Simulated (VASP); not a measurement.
# Al (P6_3/mmc) in VASP: settings compared

Aim: see how the results for Al move with the level of theory and the settings. Levels: PBEsol-based global hybrid with 25 % exact exchange, B3LYP, HSE06. Tasks: relaxation of cell and atoms.

All numbers are computed with VASP 6.6.1; they aren't measurements. Logs are shortened: lines on timing, memory, paths and dates and some standing lists are left out, and cuts for length are marked.

### Step 1. The cell of the first run

Symmetry: P6_3/mmc, No. 194, hexagonal system. The conventional cell has a = 2.812 Å, b = 2.812 Å, c = 4.867 Å, α = 90.00°, β = 90.00°, γ = 120.00°. Within 3.7 Å of Al (site symmetry -6m2) lie 12 Al at 2.81 to 2.93 Å.

This isn't the form of Al at room conditions, which is fcc.

### Step 2. Relaxation of cell and atoms, PBEsol-based global hybrid with 25 % exact exchange

Contents of POSCAR:

```
Al
1.0
    2.8124553515      0.0000000000      0.0000000000
   -1.4062276757      2.4356577814      0.0000000000
    0.0000000000      0.0000000000      4.8668500000
Al
2
Direct
    0.3333333333      0.6666666667      0.2500000000
    0.6666666667      0.3333333333      0.7500000000
```

Contents of INCAR.step1:

```
SYSTEM = Al
PREC = Accurate
ENCUT = 600
EDIFF = 1E-5
ISMEAR = -1
SIGMA = 0.05
LREAL = .FALSE.
LASPH = .TRUE.
NELM = 100
ALGO = Normal
LWAVE = .TRUE.
LCHARG = .FALSE.
GGA = PE
NBANDS = 10
```

Contents of INCAR.step2:

```
SYSTEM = Al
PREC = Accurate
ENCUT = 600
EDIFF = 1E-7
ISMEAR = -1
SIGMA = 0.05
LREAL = .FALSE.
LASPH = .TRUE.
NELM = 100
ALGO = Normal
ISIF = 3
LWAVE = .FALSE.
LCHARG = .FALSE.
GGA = PS
LHFCALC = .TRUE.
AEXX = 0.25
PRECFOCK = Normal
IBRION = 2
NSW = 60
EDIFFG = -0.01
ISTART = 1
```

Contents of KPOINTS:

```
Automatic mesh
0
G
  6 6 3
  0 0 0
```

Potentials or basis: VASP PAW PBE potentials, release 64 (Al).

Command:

```bash
$ cat potpaw_PBE.64/Al/POTCAR > POTCAR
$ cp INCAR.step1 INCAR
$ mpirun -np 1 vasp_std > vasp.out
$ cp INCAR.step2 INCAR
$ mpirun -np 1 vasp_std > vasp.out
```

OUTCAR:

```text
SYSTEM = Al
   PREC = Accurate
   ENCUT = 600
   EDIFF = 1E-7
   ISMEAR = -1
   LREAL = .FALSE.
   LASPH = .TRUE.
   NELM = 100
   ISIF = 3
   GGA = PS
   LHFCALC = .TRUE.
   AEXX = 0.25
   PRECFOCK = Normal
   IBRION = 2
   NSW = 60
   EDIFFG = -0.01
   ISTART = 1

 ion  position               nearest neighbor table
   1  0.333  0.667  0.250-   2 2.93   2 2.93   2 2.93   2 2.93   2 2.93   2 2.93
   2  0.667  0.333  0.750-   1 2.93   1 2.93   1 2.93   1 2.93   1 2.93   1 2.93

  LATTYP: Found a hexagonal cell.
 ALAT       =     2.8124553515
 C/A-ratio  =     1.7304630267

  Lattice vectors:

 A1 = (   2.8124553515,   0.0000000000,   0.0000000000)
 A2 = (  -1.4062276757,   2.4356577814,   0.0000000000)
 A3 = (   0.0000000000,   0.0000000000,   4.8668500000)

Analysis of symmetry for initial positions (statically):
=====================================================================
 Subroutine PRICEL returns:
 Original cell was already a primitive cell.

 Routine SETGRP: Setting up the symmetry group for a
 hexagonal supercell.

 Subroutine GETGRP returns: Found 24 space group operations
 (whereof 12 operations were pure point group operations)
 out of a pool of 24 trial point group operations.

The static configuration has the point symmetry D_3d.
 The point group associated with its full space group is D_6h.

Analysis of symmetry for dynamics (positions and initial velocities):
=====================================================================
 Subroutine PRICEL returns:
 Original cell was already a primitive cell.

 Routine SETGRP: Setting up the symmetry group for a
 hexagonal supercell.

 Subroutine GETGRP returns: Found 24 space group operations
 (whereof 12 operations were pure point group operations)
 out of a pool of 24 trial point group operations.

The dynamic configuration has the point symmetry D_3d.
 The point group associated with its full space group is D_6h.

 Subroutine INISYM returns: Found 24 space group operations
 (whereof 12 operations are pure point group operations),
 and found     1 'primitive' translations

----------------------------------------------------------------------------------------

                                     Primitive cell

  volume of cell :      33.3388

  direct lattice vectors                    reciprocal lattice vectors
     2.812455352  0.000000000  0.000000000     0.355561200  0.205283355  0.000000000
    -1.406227676  2.435657781  0.000000000     0.000000000  0.410566709  0.000000000
     0.000000000  0.000000000  4.866850000     0.000000000  0.000000000  0.205471712

  length of vectors
     2.812455352  2.812455351  4.866850000     0.410566709  0.410566709  0.205471712

  position of ions in fractional coordinates (direct lattice)
     0.333333333  0.666666667  0.250000000
     0.666666667  0.333333333  0.750000000

  ion indices of the primitive-cell ions
   primitive index   ion index
                 1           1
                 2           2

----------------------------------------------------------------------------------------

 KPOINTS: Automatic mesh

Automatic generation of k-mesh.
 Grid dimensions read from file:
 generate k-points for:    6    6    3

 Generating k-lattice:

  Cartesian coordinates                     Fractional coordinates (reciprocal lattice)
     0.059260200  0.034213892  0.000000000     0.166666667  0.000000000  0.000000000
     0.000000000  0.068427785  0.000000000     0.000000000  0.166666667  0.000000000
     0.000000000  0.000000000  0.068490571     0.000000000  0.000000000  0.333333333

  Length of vectors
     0.068427785  0.068427785  0.068490571

  Shift w.r.t. Gamma in fractional coordinates (k-lattice)
     0.000000000  0.000000000  0.000000000

 Subroutine IBZKPT returns following result:
 ===========================================

 Found     14 irreducible k-points:

 Following reciprocal coordinates:
            Coordinates               Weight
  0.000000  0.000000  0.000000      1.000000
  0.166667  0.000000  0.000000      6.000000
  0.333333  0.000000  0.000000      6.000000
  0.500000 -0.000000  0.000000      3.000000
  0.166667  0.166667  0.000000      6.000000
  0.333333  0.166667  0.000000     12.000000
  0.333333  0.333333  0.000000      2.000000
  0.000000  0.000000  0.333333      2.000000
  0.166667  0.000000  0.333333     12.000000
  0.333333  0.000000  0.333333     12.000000
  0.500000 -0.000000  0.333333      6.000000
  0.166667  0.166667  0.333333     12.000000
  0.333333  0.166667  0.333333     24.000000
  0.333333  0.333333  0.333333      4.000000
   k-points           NKPTS =     14   k-points in BZ     NKDIM =    108   number of bands    NBANDS=      7
   number of dos      NEDOS =    301   number of ions     NIONS =      2
   total plane-waves  NPLWV =  23040
   dimension x,y,z NGX =    24 NGY =   24 NGZ =   40
   dimension x,y,z NGXF=    48 NGYF=   48 NGZF=   80
   ions per type =               2
   NGX,Y,Z   is equivalent  to a cutoff of  14.19, 14.19, 13.66 a.u.
   NGXF,Y,Z  is equivalent  to a cutoff of  28.37, 28.37, 27.33 a.u.
 SYSTEM =  Al
   PREC   = accura    normal or accurate (medium, high low for compatibility)
   ISTART =      1    job   : 0-new  1-cont  2-samecut
   ICHARG =      0    charge: 1-file 2-atom 10-const
   ISPIN  =      1    spin polarized calculation?
   LNONCOLLINEAR =      F non collinear calculations
   LSORBIT =      F    spin-orbit coupling
   LASPH  =      T    aspherical Exc in radial PAW
   ENCUT  =  600.0 eV  44.10 Ry    6.64 a.u.   5.62  5.62  9.72*2*pi/ulx,y,z
   NELM   =    100;   NELMIN=  2; NELMDL=  0     # of ELM steps
   EDIFF  = 0.1E-06   stopping-criterion for ELM
   LREAL  =      F    real-space projection
   EDIFFG = -.1E-01   stopping-criterion for IOM
   NSW    =     60    number of steps for IOM
   IBRION =      2    ionic relax: 0-MD 1-quasi-New 2-CG
   NFREE  =      1    steps in history (QN), initial steepest desc. (CG)
   ISIF   =      3    stress and relaxation
   ISYM   =      3    0-nonsym 1-usesym 2-fastsym
   POTIM  = 0.5000    time-step for ionic-motion
   TEBEG  =    0.0;   TEEND  =   0.0 temperature during run
   PSTRESS=    0.0 pullay stress
   NELECT =       6.0000    total number of electrons
   NUPDOWN=      -1.0000    fix difference up-down
   EMIN   =  10.00;   EMAX   =-10.00  energy-range for DOS
   EFERMI =   0.00;   METHOD = LEGACY
   ISMEAR =    -1;   SIGMA  =   0.05  broadening in eV -4-tet -1-fermi 0-gaus
   EFERMI_NEDOS =   21; number of points for ismear=-14 and -15
   IALGO  =     38    algorithm
   IMIX   =      1    mixing-type and parameters
     AMIX     =   0.40;   BMIX     =  1.00
     AMIX_MAG =   1.60;   BMIX_MAG =  1.00
  volume/ion in A,a.u.               =      16.67       112.49
  Fermi-wavevector in a.u.,A,eV,Ry     =   0.924291  1.746656 11.623640  0.854313
  Thomas-Fermi vector in A             =   2.050021
   LORBIT       =      0    0 simple, 1 ext, 2 COOP (PROOUT), +10 PAW based schemes
   GGA     = PS    functional components
   LHFCALC =     T    Hartree Fock is set to
   PRECFOCK=normal    Normal, Fast or Accurate (Low or Medium for compatibility)
   ENCUT4O =  -1.0   cutoff for four orbital integrals eV
   NKREDX  =     1    reduce k-point grid by
   NKREDY  =     1    reduce k-point grid by
   NKREDZ  =     1    reduce k-point grid by
   AEXX    =    0.2500 exact exchange contribution
   HFSCREEN=    0.0000 screening length (either q_TF or 0.3 A-1)
   HFSCREENC=   0.0000 screening length for correlation (either q_TF or 0.3 A-1)
   ENCUTFOCK=  -1.0 apply spherical cutoff to Coloumb kernel
   IVDW    =     0    specifies the selected vdW correction
   LEPSILON=     F    determine dielectric tensor
   LRPA    =     F    only Hartree local field effects (RPA)
 conjugate gradient relaxation of ions
 non-spin polarized calculation
  energy-cutoff  :      600.00
  volume of cell :       33.34
 maximum number of plane-waves:      1135
 NGX is ok and might be reduce to    24
  NGX = 18; NGY = 18; NGZ = 30

--------------------------------------- Ionic step        1  -------------------------------------------

 number of electron       6.0000000 magnetization

 Free energy of the ion-electron system (eV)
  ---------------------------------------------------
  ext. energy  EPLUGINS =         0.00000000
  ---------------------------------------------------
  free energy    TOTEN  =        -9.01646495 eV

  energy without entropy =       -9.00710182  energy(sigma->0) =       -9.01178338

------------------------ aborting loop because EDIFF is reached ----------------------------------------

  FORCE on cell =-STRESS in cart. coord.  units (eV):
  Direction    XX          YY          ZZ          XY          YZ          ZX
  --------------------------------------------------------------------------------------
  -------------------------------------------------------------------------------------
  Total        0.6747059      0.6747059     -1.3108116      0.0000000     -0.0000000      0.0000000
  in kB       32.4246442     32.4246442    -62.9942599      0.0000000     -0.0000000      0.0000000
  external PRESSURE =       0.6183428 kB  Pullay stress =       0.0000000 kB

 VOLUME and BASIS-vectors are now :
 -----------------------------------------------------------------------------
  energy-cutoff  :      600.00
  volume of cell :       33.34
      direct lattice vectors                 reciprocal lattice vectors
     2.812455352  0.000000000  0.000000000     0.355561200  0.205283355  0.000000000
    -1.406227676  2.435657781  0.000000000     0.000000000  0.410566709  0.000000000
     0.000000000  0.000000000  4.866850000     0.000000000  0.000000000  0.205471712
[... 181 lines left out ...]
 POSITION                                       TOTAL-FORCE (eV/Angst)
 -----------------------------------------------------------------------------------
     -0.00000      1.64675      1.16822         0.000000     -0.000000      0.000000
      1.42613      0.82337      3.50465        -0.000000      0.000000     -0.000000
 -----------------------------------------------------------------------------------
    total drift:                                0.000000      0.000000      0.000000

  FREE ENERGIE OF THE ION-ELECTRON SYSTEM (eV)
  ---------------------------------------------------
  free  energy   TOTEN  =        -9.0538393571 eV

  energy  without entropy=       -9.0460586478  energy(sigma->0) =       -9.04994900

--------------------------------------- Ionic step        7  -------------------------------------------

 number of electron       6.0000000 magnetization

 Free energy of the ion-electron system (eV)
  ---------------------------------------------------
  ext. energy  EPLUGINS =         0.00000000
  ---------------------------------------------------
  free energy    TOTEN  =        -9.05386244 eV

  energy without entropy =       -9.04609706  energy(sigma->0) =       -9.04997975

 E-fermi :   7.9859     XC(G=0):  -8.0722

 val. band max:        7.6857916851   @ k =   0.3333   0.1667   0.0000
 cond. band min:       8.0022741010   @ k =   0.3333   0.0000   0.3333
 fundamental gap:      0.3164824159
 Fermi energy:         7.9859296267

 k-point     1 :       0.0000    0.0000    0.0000
  band No.  band energies     occupation
      1      -5.1935      2.00000
      2       2.3131      2.00000
      3       2.5548      2.00000
      4      19.9473      0.00000
      5      19.9473      0.00000
      6      20.3439      0.00000
      7      20.3439      0.00000

 k-point     2 :       0.1667    0.0000    0.0000
  band No.  band energies     occupation
      1      -4.4404      2.00000
      2       3.0112      2.00000
      3       3.2833      2.00000
      4      13.8544      0.00000
      5      17.0917      0.00000
      6      18.4080      0.00000
      7      20.4982      0.00000
[... 140 lines left out ...]
 POSITION                                       TOTAL-FORCE (eV/Angst)
 -----------------------------------------------------------------------------------
     -0.00000      1.64753      1.16905         0.000000     -0.000000     -0.000000
      1.42680      0.82377      3.50715        -0.000000      0.000000      0.000000
 -----------------------------------------------------------------------------------
    total drift:                                0.000000      0.000000      0.000000

  FREE ENERGIE OF THE ION-ELECTRON SYSTEM (eV)
  ---------------------------------------------------
  free  energy   TOTEN  =        -9.0538624440 eV

  energy  without entropy=       -9.0460970594  energy(sigma->0) =       -9.04997975

 reached required accuracy - stopping structural energy minimisation
```

Run time: 7.8 min. Hardware: 1 thread of Intel Xeon 6975P-C (Granite Rapids), shared host; peak memory 0.16 GiB.

What came out:

- Free energy: -9.0539 eV
- Relaxed volume: 16.49 Å³/atom
- Relaxed cell: a = 2.854 Å, b = 2.854 Å, c = 4.676 Å, α = 90.00°, β = 90.00°, γ = 120.00°
- Space group after relaxing (to 0.1 Å): P6_3/mmc (No. 194)
- Energy gained by relaxing: 18.7 meV/atom
- Ionic steps: 7
- Pressure after relaxing: 0.0 GPa
- Band gap on the k mesh: zero (bands 3 and 4 overlap by 5.45 eV)

Stress tensor (GPa, compression positive):
```
 0.06  0.00  0.00
 0.00  0.06  0.00
 0.00  0.00 -0.06
```

Step by step:
| step | energy change (eV) | largest force (eV/Å) | pressure (GPa) | volume (Å³) |
| --- | --- | --- | --- | --- |
| 1 | 0.0000 | 0.0000 | 0.06 | 33.34 |
| 2 | -0.0359 | 0.0000 | -0.76 | 33.34 |
| 3 | -0.0361 | 0.0000 | -0.91 | 33.34 |
| 4 | -0.0364 | 0.0000 | -0.84 | 33.34 |
| 5 | -0.0364 | 0.0000 | -0.82 | 33.34 |
| 6 | -0.0374 | 0.0000 | 0.14 | 32.92 |
| 7 | -0.0374 | 0.0000 | 0.02 | 32.98 |

Final structure:
```
CELL_PARAMETERS angstrom
2.85361 0.00000 0.00000
-1.42680 2.47130 0.00000
0.00000 0.00000 4.67620
ATOMIC_POSITIONS crystal
Al 0.33333 0.66667 0.25000
Al 0.66667 0.33333 0.75000
```

Levels at points of the mesh, in eV from the Fermi level:
| k point | band 1 | band 2 | band 3 | band 4 | band 5 | band 6 | band 7 |
| --- | --- | --- | --- | --- | --- | --- | --- |
| (0.00, 0.00, 0.00) | -13.18 | -5.67 | -5.43 | 11.96 | 11.96 | 12.36 | 12.36 |
| (0.50, 0.00, 0.00) | -6.55 | -6.34 | 0.92 | 1.54 | 1.97 | 2.24 | 6.64 |

Caveat: the k points lie up to 0.45 Å⁻¹ apart in the final cell, too coarse for converged energies and pressures of a metal; the PAW data sets were made with another functional, which shifts forces and pressure a little.

(Part 1 of 2 ends here.)
